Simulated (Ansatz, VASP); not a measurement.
# BN: VASP beside Ansatz

```xyz
4
Lattice="2.5986 0.0000 0.0000 -1.2993 2.2505 0.0000 0.0000 0.0000 4.2269" Properties=species:S:1:pos:R:3 pbc="T T T"
B     1.2993    0.7502    4.2257
B     0.0000    1.5003    2.1123
N     1.2993    0.7502    2.6430
N     0.0000    1.5003    0.5295
```

Change from the starting cell: strain +0.0175 x Voigt [1, 1, 0, 0, 0, 0], atoms carried along.

Alike in both runs: task single point; functional r2SCAN; k mesh 12 × 12 × 6; occupations gaussian, width 0.05 eV; no spin polarisation.

|  | VASP | Ansatz |
| --- | --- | --- |
| version | VASP 6.6.1 | Ansatz 0.2.0 |
| potentials or method | VASP PAW PBE potentials, release 64 (B, N), cutoff 520 eV | scalar-relativistic, plane waves, PAW |
| valence electrons in the cell | 16 | 16 |

```tsv
	VASP	Ansatz	Ansatz less VASP
gap on the k mesh at the Fermi level (eV)	5.82	5.85	+0.030
least direct gap on the mesh (eV)	8.60	8.62	+0.018
pressure (GPa)	-15.8	-16.7	-0.94
traceless stress, the component that is largest in VASP (GPa)	9.91	9.85	-0.062
rms of the force components (eV/Å)	0.011	0.010	-0.0009
```

VASP's potentials were made for PBE, not for r2SCAN. Atom by atom the forces differ by 0.001 eV/Å (rms over components).
